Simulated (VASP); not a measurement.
# BN (Fm-3m) in VASP: a series of runs

Aim: see how the results for BN move with the level of theory and the settings. Levels: r2SCAN, PBE. Tasks: G0W0 quasiparticle levels.

Everything below comes from runs of VASP 6.6.1. Logs are shortened: lines on timing, memory, paths and dates and some standing lists are left out, and cuts for length are marked.

## Step 1: The cell of the first run

It takes space group Fm-3m (No. 225, cubic). Conventional cell: a = 3.492 Å, b = 3.492 Å, c = 3.492 Å, α = 90.00°, β = 90.00°, γ = 90.00°. B (site symmetry m-3m) has 6 N at 1.75 Å within 2.3 Å. N (site symmetry m-3m) has 6 B at 1.75 Å within 2.3 Å.

## Step 2: G0W0 quasiparticle levels, r2SCAN

POSCAR

```
BN
1.0
    0.0000000000      1.7458259515      1.7458259515
    1.7458259515      0.0000000000      1.7458259515
    1.7458259515      1.7458259515      0.0000000000
B N
1 1
Direct
    0.0000000000      0.0000000000      0.0000000000
    0.5000000000      0.5000000000      0.5000000000
```

INCAR.step1

```
ALGO = Normal
EDIFF = 1E-8
ENCUT = 500
ISMEAR = 0
LASPH = True
LCHARG = False
LMIXTAU = True
LREAL = False
LWAVE = True
METAGGA = R2SCAN
NELM = 60
PREC = Accurate
SIGMA = 0.01
```

INCAR.step2

```
ALGO = Exact
EDIFF = 1E-8
ENCUT = 500
ISMEAR = 0
ISTART = 1
LASPH = True
LCHARG = False
LMIXTAU = True
LOPTICS = True
LREAL = False
LWAVE = True
METAGGA = R2SCAN
NBANDS = 44
NELM = 1
PREC = Accurate
SIGMA = 0.01
```

INCAR.step3

```
ALGO = EVGW0
EDIFF = 1E-8
ENCUT = 500
ENCUTGW = 140.0
ISMEAR = 0
ISTART = 1
LASPH = True
LCHARG = False
LMIXTAU = True
LREAL = False
LWAVE = False
METAGGA = R2SCAN
NBANDS = 44
NBANDSGW = 12
NELMGW = 1
NOMEGA = 48
PREC = Accurate
PRECFOCK = Fast
SIGMA = 0.01
```

KPOINTS

```
k-points
0
Gamma
  6 6 6
```

Potentials or basis: VASP PAW PBE potentials, release 64 (B_GW, N_GW).

On the command line:

```sh
$ cat potpaw_PBE.64/B_GW/POTCAR potpaw_PBE.64/N_GW/POTCAR > POTCAR
$ cp INCAR.step1 INCAR
$ mpirun -np 1 vasp_std > vasp.out
$ cp INCAR.step2 INCAR
$ mpirun -np 1 vasp_std > vasp.out
$ cp INCAR.step3 INCAR
$ mpirun -np 1 vasp_std > vasp.out
```

OUTCAR:

```text
EDIFF = 1E-8
   ENCUT = 500
   ENCUTGW = 140.0
   ISMEAR = 0
   ISTART = 1
   LASPH = True
   LREAL = False
   METAGGA = R2SCAN
   NELMGW = 1
   PREC = Accurate
   PRECFOCK = Fast

 ion  position               nearest neighbor table
   1  0.000  0.000  0.000-   2 1.75   2 1.75   2 1.75   2 1.75   2 1.75   2 1.75
   2  0.500  0.500  0.500-   1 1.75   1 1.75   1 1.75   1 1.75   1 1.75   1 1.75

  LATTYP: Found a face centered cubic cell.
 ALAT       =     3.4916519030

  Lattice vectors:

 A1 = (   0.0000000000,   1.7458259515,   1.7458259515)
 A2 = (   1.7458259515,   0.0000000000,   1.7458259515)
 A3 = (   1.7458259515,   1.7458259515,   0.0000000000)

Analysis of symmetry for initial positions (statically):
=====================================================================
 Subroutine PRICEL returns:
 Original cell was already a primitive cell.

 Routine SETGRP: Setting up the symmetry group for a
 face centered cubic supercell.

 Subroutine GETGRP returns: Found 48 space group operations
 (whereof 48 operations were pure point group operations)
 out of a pool of 48 trial point group operations.

The static configuration has the point symmetry O_h .

Analysis of symmetry for dynamics (positions and initial velocities):
=====================================================================
 Subroutine PRICEL returns:
 Original cell was already a primitive cell.

 Routine SETGRP: Setting up the symmetry group for a
 face centered cubic supercell.

 Subroutine GETGRP returns: Found 48 space group operations
 (whereof 48 operations were pure point group operations)
 out of a pool of 48 trial point group operations.

The dynamic configuration has the point symmetry O_h .

 Subroutine INISYM returns: Found 48 space group operations
 (whereof 48 operations are pure point group operations),
 and found     1 'primitive' translations

----------------------------------------------------------------------------------------

                                     Primitive cell

[... 80 lines left out ...]
   NELM   =     60;   NELMIN=  2; NELMDL=  0     # of ELM steps
   EDIFF  = 0.1E-07   stopping-criterion for ELM
   LREAL  =      F    real-space projection
   EDIFFG = 0.1E-06   stopping-criterion for IOM
   NSW    =      0    number of steps for IOM
   IBRION =     -1    ionic relax: 0-MD 1-quasi-New 2-CG
   NFREE  =      0    steps in history (QN), initial steepest desc. (CG)
   ISIF   =      0    stress and relaxation
   ISYM   =      3    0-nonsym 1-usesym 2-fastsym
   POTIM  = 0.5000    time-step for ionic-motion
   TEBEG  =    0.0;   TEEND  =   0.0 temperature during run
   PSTRESS=    0.0 pullay stress
   NELECT =       8.0000    total number of electrons
   NUPDOWN=      -1.0000    fix difference up-down
   EMIN   =  10.00;   EMAX   =-10.00  energy-range for DOS
   EFERMI =   0.00;   METHOD = LEGACY
   ISMEAR =     0;   SIGMA  =   0.01  broadening in eV -4-tet -1-fermi 0-gaus
   EFERMI_NEDOS =   21; number of points for ismear=-14 and -15
   IALGO  =     38    algorithm
   IMIX   =      4    mixing-type and parameters
     AMIX     =   0.40;   BMIX     =  1.00
     AMIX_MAG =   1.60;   BMIX_MAG =  1.00
  volume/ion in A,a.u.               =       5.32        35.91
  Fermi-wavevector in a.u.,A,eV,Ry     =   1.488540  2.812933 30.147133  2.215752
  Thomas-Fermi vector in A             =   2.601562
   LORBIT       =      0    0 simple, 1 ext, 2 COOP (PROOUT), +10 PAW based schemes
   METAGGA = R2SCAN    functional components
   LHFCALC =     T    Hartree Fock is set to
   PRECFOCK=fast      Normal, Fast or Accurate (Low or Medium for compatibility)
   ENCUT4O =  -1.0   cutoff for four orbital integrals eV
   NKREDX  =     1    reduce k-point grid by
   NKREDY  =     1    reduce k-point grid by
   NKREDZ  =     1    reduce k-point grid by
   AEXX    =    1.0000 exact exchange contribution
   HFSCREEN=    0.0000 screening length (either q_TF or 0.3 A-1)
   HFSCREENC=   0.0000 screening length for correlation (either q_TF or 0.3 A-1)
   ENCUTFOCK=  -1.0 apply spherical cutoff to Coloumb kernel
   IVDW    =     0    specifies the selected vdW correction
   LEPSILON=     F    determine dielectric tensor
   LRPA    =     F    only Hartree local field effects (RPA)
   LRPAFORCE           =     F    calculate RPA forces
   ENCUTGW             = 140.0    cutoff for response function in eV
   ENCUTGWSOFT         = 112.0    soft cutoff for Coulomb kernel in GW response function in eV
   ENCUTLF             =  -1.0    cutoff for local field effects
   NELMGW              =     1    number of iterations in solving QP/BSE equation
   NELMHF              =     1    number of iterations in the inner HF iteration
   NKREDLFX            =     1    NKREDLFY  =   1   NKREDLFZ  =   1
 non-spin polarized calculation
 Gauss-broadening in eV      SIGMA  =   0.01
  energy-cutoff  :      500.00
  volume of cell :       10.64
 maximum number of plane-waves:       283
 NGX is ok and might be reduce to    18
  NGX = 12; NGY = 12; NGZ = 12
   NGX =  9   NGY =  9   NGZ =  9
 maximum number of plane-waves:        51
 NGX is ok and might be reduce to    10

 QP shifts <psi_nk| G(iteration)W_0 |psi_nk>: iteration 1
 for sc-GW calculations column KS-energies equals QP-energies in previous step
 and V_xc(KS)=  KS-energies - (<T + V_ion + V_H > + <T+V_H+V_ion>^1  + <V_x>^1)

 k-point   1 :       0.0000    0.0000    0.0000
  band No.  KS-energies  QP-energies   sigma(KS)   V_xc(KS)     V^pw_x(r,r')   Z            occupation Imag(sigma)

      1     -13.2865     -13.8121     -17.4401     -16.7583     -26.5830       0.7709       2.0000       1.9812
      2       9.5148       9.3585     -18.0507     -17.8560     -21.1025       0.8029       2.0000       0.1453
      3       9.5148       9.3585     -18.0507     -17.8560     -21.1025       0.8029       2.0000       0.1453
      4       9.5148       9.3585     -18.0507     -17.8560     -21.1025       0.8029       2.0000       0.1453
      5      20.2309      20.8129     -15.6733     -16.4170      -9.5213       0.7826       0.0000      -0.2151
      6      23.5611      23.8858     -13.1819     -13.6017      -5.5207       0.7736       0.0000      -0.4046
      7      23.5611      23.8858     -13.1819     -13.6017      -5.5207       0.7736       0.0000      -0.4046
      8      23.5611      23.8858     -13.1819     -13.6017      -5.5207       0.7736       0.0000      -0.4046
      9      29.9125      29.9803     -12.0237     -12.1046      -5.9674       0.8382       0.0000      -0.3330
     10      29.9125      29.9803     -12.0237     -12.1046      -5.9674       0.8382       0.0000      -0.3330
     11      29.9125      29.9803     -12.0237     -12.1046      -5.9674       0.8382       0.0000      -0.3330
     12      36.4590      35.5069     -10.2965      -9.1231      -2.9488       0.8114       0.0000      -0.5618
[... 228 lines left out ...]
      1      -4.9410      -5.1100     -19.0096     -18.7914     -26.7508       0.7745       2.0000       1.0669
      2      -0.7735      -1.2524     -15.9848     -15.3646     -21.2415       0.7722       2.0000       0.4658
      3       2.2312       1.7866     -16.3841     -15.8159     -20.7940       0.7826       2.0000       0.2900
      4       3.3805       2.9618     -16.4116     -15.8786     -20.3577       0.7854       2.0000       0.2380
      5      15.2317      15.7526     -14.1882     -14.8341      -9.2650       0.8064       0.0000      -0.1007
      6      21.9758      22.5254     -14.1262     -14.8305      -7.3132       0.7804       0.0000      -0.2838
      7      23.9930      24.2946     -13.4558     -13.8269      -7.3801       0.8130       0.0000      -0.1970
      8      27.1143      27.7438     -15.5025     -16.3310      -7.6317       0.7599       0.0000      -0.4875
      9      27.9722      28.0711     -13.1614     -13.2887      -5.1679       0.7775       0.0000      -0.6450
     10      36.9692      36.5579     -11.5440     -11.0457      -3.8311       0.8252       0.0000      -1.0660
     11      51.0626      51.6567     -12.9403     -13.6014      -5.2015       0.8986       0.0000      -2.4891
     12      52.1764      51.7400     -11.5243     -11.0056      -3.2827       0.8415       0.0000      -1.9080
```

OUTCAR.step1:

```text
EDIFF = 1E-8
   ENCUT = 500
   ISMEAR = 0
   LASPH = True
   LREAL = False
[... 387 lines left out ...]
      0.00000      0.00000      0.00000         0.000000      0.000000     -0.000000
      1.74583      1.74583      1.74583        -0.000000     -0.000000      0.000000
 -----------------------------------------------------------------------------------
    total drift:                               -0.000000     -0.000000     -0.000000

  FREE ENERGIE OF THE ION-ELECTRON SYSTEM (eV)
  ---------------------------------------------------
  free  energy   TOTEN  =       -15.3756013933 eV

  energy  without entropy=      -15.3756013933  energy(sigma->0) =      -15.37560139
```

It took 53 s on 1 thread of Intel Xeon 6975P-C, shared host; peak memory 0.19 GiB.

What came out:

```
Band gap on the k mesh, mean-field level : 1.29 eV, indirect (least direct gap 6.47 eV)
Quasiparticle gap                        : 1.67 eV
Least direct quasiparticle gap           : 6.89 eV
```

Levels at points of the mesh, in eV from the valence-band top:
| k point | band 2 | band 3 | band 4 | band 5 | band 6 | band 7 |
| --- | --- | --- | --- | --- | --- | --- |
| (0.00, 0.00, 0.00) | -0.94 | -0.94 | -0.94 | 9.78 | 13.11 | 13.11 |
| (0.50, 0.00, 0.00) | -13.20 | -0.74 | -0.74 | 5.73 | 5.73 | 7.90 |
| (0.50, 0.50, 0.00) | -12.37 | -5.93 | -5.93 | 1.29 | 9.63 | 15.84 |

Caveat: the k points lie up to 0.52 Å⁻¹ apart; bands, screening cutoff and mesh are small and nothing is extrapolated, so the quasiparticle values aren't converged.

## Step 3: G0W0 quasiparticle levels, PBE

POSCAR is that of step 2.

INCAR.step1

```
SYSTEM = BN
PREC = Accurate
ENCUT = 500
EDIFF = 1E-8
ISMEAR = 0
SIGMA = 0.01
LREAL = .FALSE.
LASPH = .TRUE.
NELM = 60
ALGO = Normal
LWAVE = .TRUE.
LCHARG = .FALSE.
GGA = PE
```

INCAR.step2

```
SYSTEM = BN
PREC = Accurate
ENCUT = 500
EDIFF = 1E-8
ISMEAR = 0
SIGMA = 0.01
LREAL = .FALSE.
LASPH = .TRUE.
NELM = 1
ALGO = Exact
LWAVE = .TRUE.
LCHARG = .FALSE.
GGA = PE
NBANDS = 34
LOPTICS = .TRUE.
ISTART = 1
```

INCAR.step3

```
SYSTEM = BN
PREC = Accurate
ENCUT = 500
EDIFF = 1E-8
ISMEAR = 0
SIGMA = 0.01
LREAL = .FALSE.
LASPH = .TRUE.
ALGO = EVGW0
LWAVE = .FALSE.
LCHARG = .FALSE.
GGA = PE
NELMGW = 1
NBANDS = 34
ENCUTGW = 80.0
NOMEGA = 48
PRECFOCK = Fast
ISTART = 1
NBANDSGW = 12
```

KPOINTS

```
Automatic mesh
0
G
  6 6 6
  0 0 0
```

Potentials or basis: VASP PAW PBE potentials, release 64 (B_GW, N_GW).

On the command line:

```sh
$ cat potpaw_PBE.64/B_GW/POTCAR potpaw_PBE.64/N_GW/POTCAR > POTCAR
$ cp INCAR.step1 INCAR
$ mpirun -np 1 vasp_std > vasp.out
$ cp INCAR.step2 INCAR
$ mpirun -np 1 vasp_std > vasp.out
$ cp INCAR.step3 INCAR
$ mpirun -np 1 vasp_std > vasp.out
```

OUTCAR:

```text
SYSTEM = BN
   PREC = Accurate
   ENCUT = 500
   EDIFF = 1E-8
   ISMEAR = 0
   LREAL = .FALSE.
   LASPH = .TRUE.
   GGA = PE
   NELMGW = 1
   ENCUTGW = 80.0
   PRECFOCK = Fast
   ISTART = 1

 ion  position               nearest neighbor table
   1  0.000  0.000  0.000-   2 1.75   2 1.75   2 1.75   2 1.75   2 1.75   2 1.75
   2  0.500  0.500  0.500-   1 1.75   1 1.75   1 1.75   1 1.75   1 1.75   1 1.75

  LATTYP: Found a face centered cubic cell.
 ALAT       =     3.4916519030

  Lattice vectors:

 A1 = (   0.0000000000,   1.7458259515,   1.7458259515)
 A2 = (   1.7458259515,   0.0000000000,   1.7458259515)
 A3 = (   1.7458259515,   1.7458259515,   0.0000000000)

Analysis of symmetry for initial positions (statically):
=====================================================================
 Subroutine PRICEL returns:
 Original cell was already a primitive cell.

 Routine SETGRP: Setting up the symmetry group for a
 face centered cubic supercell.

 Subroutine GETGRP returns: Found 48 space group operations
 (whereof 48 operations were pure point group operations)
 out of a pool of 48 trial point group operations.

The static configuration has the point symmetry O_h .

Analysis of symmetry for dynamics (positions and initial velocities):
=====================================================================
 Subroutine PRICEL returns:
 Original cell was already a primitive cell.

[... 114 lines left out ...]
   EFERMI_NEDOS =   21; number of points for ismear=-14 and -15
   IALGO  =     38    algorithm
   IMIX   =      4    mixing-type and parameters
     AMIX     =   0.40;   BMIX     =  1.00
     AMIX_MAG =   1.60;   BMIX_MAG =  1.00
  volume/ion in A,a.u.               =       5.32        35.91
  Fermi-wavevector in a.u.,A,eV,Ry     =   1.488540  2.812933 30.147133  2.215752
  Thomas-Fermi vector in A             =   2.601562
   LORBIT       =      0    0 simple, 1 ext, 2 COOP (PROOUT), +10 PAW based schemes
   GGA     = PE    functional components
   LHFCALC =     T    Hartree Fock is set to
   PRECFOCK=fast      Normal, Fast or Accurate (Low or Medium for compatibility)
   ENCUT4O =  -1.0   cutoff for four orbital integrals eV
   NKREDX  =     1    reduce k-point grid by
   NKREDY  =     1    reduce k-point grid by
   NKREDZ  =     1    reduce k-point grid by
   AEXX    =    1.0000 exact exchange contribution
   HFSCREEN=    0.0000 screening length (either q_TF or 0.3 A-1)
   HFSCREENC=   0.0000 screening length for correlation (either q_TF or 0.3 A-1)
   ENCUTFOCK=  -1.0 apply spherical cutoff to Coloumb kernel
   IVDW    =     0    specifies the selected vdW correction
   LEPSILON=     F    determine dielectric tensor
   LRPA    =     F    only Hartree local field effects (RPA)
   LRPAFORCE           =     F    calculate RPA forces
   ENCUTGW             =  80.0    cutoff for response function in eV
   ENCUTGWSOFT         =  64.0    soft cutoff for Coulomb kernel in GW response function in eV
   ENCUTLF             =  -1.0    cutoff for local field effects
   NELMGW              =     1    number of iterations in solving QP/BSE equation
   NELMHF              =     1    number of iterations in the inner HF iteration
   NKREDLFX            =     1    NKREDLFY  =   1   NKREDLFZ  =   1
 non-spin polarized calculation
 Gauss-broadening in eV      SIGMA  =   0.01
  energy-cutoff  :      500.00
  volume of cell :       10.64
 maximum number of plane-waves:       283
 NGX is ok and might be reduce to    18
  NGX = 12; NGY = 12; NGZ = 12
   NGX =  9   NGY =  9   NGZ =  9
 maximum number of plane-waves:        22
 NGX is ok and might be reduce to    10

 QP shifts <psi_nk| G(iteration)W_0 |psi_nk>: iteration 1
 for sc-GW calculations column KS-energies equals QP-energies in previous step
 and V_xc(KS)=  KS-energies - (<T + V_ion + V_H > + <T+V_H+V_ion>^1  + <V_x>^1)

 k-point   1 :       0.0000    0.0000    0.0000
  band No.  KS-energies  QP-energies   sigma(KS)   V_xc(KS)     V^pw_x(r,r')   Z            occupation Imag(sigma)

      1     -12.0324     -13.2688     -16.9859     -15.3620     -26.4537       0.7614       2.0000       1.9497
      2       9.5997       9.6717     -17.5628     -17.6531     -20.9934       0.7975       2.0000       0.1428
      3       9.5997       9.6717     -17.5628     -17.6531     -20.9934       0.7975       2.0000       0.1428
      4       9.5997       9.6717     -17.5628     -17.6531     -20.9934       0.7975       2.0000       0.1428
      5      19.6957      20.6987     -15.6934     -16.9682      -9.5784       0.7868       0.0000      -0.2460
      6      22.5540      23.8502     -13.1056     -14.7930      -5.6395       0.7681       0.0000      -0.3954
      7      22.5540      23.8502     -13.1056     -14.7930      -5.6395       0.7681       0.0000      -0.3954
      8      22.5540      23.8502     -13.1056     -14.7930      -5.6395       0.7681       0.0000      -0.3954
      9      29.0690      29.8509     -11.9716     -12.9106      -5.9514       0.8327       0.0000      -0.3546
     10      29.0690      29.8509     -11.9716     -12.9106      -5.9514       0.8327       0.0000      -0.3546
     11      29.0690      29.8509     -11.9716     -12.9106      -5.9514       0.8327       0.0000      -0.3546
     12      34.6764      35.1069     -10.3859     -10.9205      -3.0066       0.8052       0.0000      -0.5707
[... 228 lines left out ...]
      1      -3.8793      -4.6731     -18.5913     -17.5556     -26.5852       0.7664       2.0000       0.9644
      2      -0.3308      -0.9132     -15.5961     -14.8339     -21.1792       0.7641       2.0000       0.4837
      3       2.5839       2.1120     -15.9791     -15.3700     -20.7095       0.7749       2.0000       0.3018
      4       3.7840       3.3154     -16.0469     -15.4453     -20.3096       0.7790       2.0000       0.2444
      5      14.9511      15.8354     -14.0585     -15.1620      -9.2619       0.8014       0.0000      -0.1128
      6      21.1791      22.5034     -14.0495     -15.7544      -7.4024       0.7767       0.0000      -0.2972
      7      23.0655      24.1701     -13.4448     -14.8126      -7.4733       0.8076       0.0000      -0.2109
      8      25.9089      27.6270     -15.2884     -17.5619      -7.6989       0.7557       0.0000      -0.4898
      9      26.7469      27.9309     -12.9977     -14.5302      -5.1849       0.7726       0.0000      -0.6269
     10      35.4113      36.3341     -11.5234     -12.6517      -3.8413       0.8179       0.0000      -1.0604
     11      49.4065      51.6269     -12.7025     -15.1728      -5.1410       0.8988       0.0000      -2.5411
     12      50.0738      51.5284     -11.3935     -13.1245      -3.3043       0.8403       0.0000      -1.9398
```

It took 31 s on 1 thread of Intel Xeon 6975P-C, shared host; peak memory 0.17 GiB.

Results:

* Band gap on the k mesh, mean-field level: 1.18 eV, indirect (least direct gap 5.83 eV)
* Quasiparticle gap: 1.50 eV
* Least direct quasiparticle gap: 6.66 eV

Caveat: the k points lie up to 0.52 Å⁻¹ apart; bands, screening cutoff and mesh are small and nothing is extrapolated, so the quasiparticle values aren't converged. A k mesh can miss the band edges.

[end of part 1 of 2]
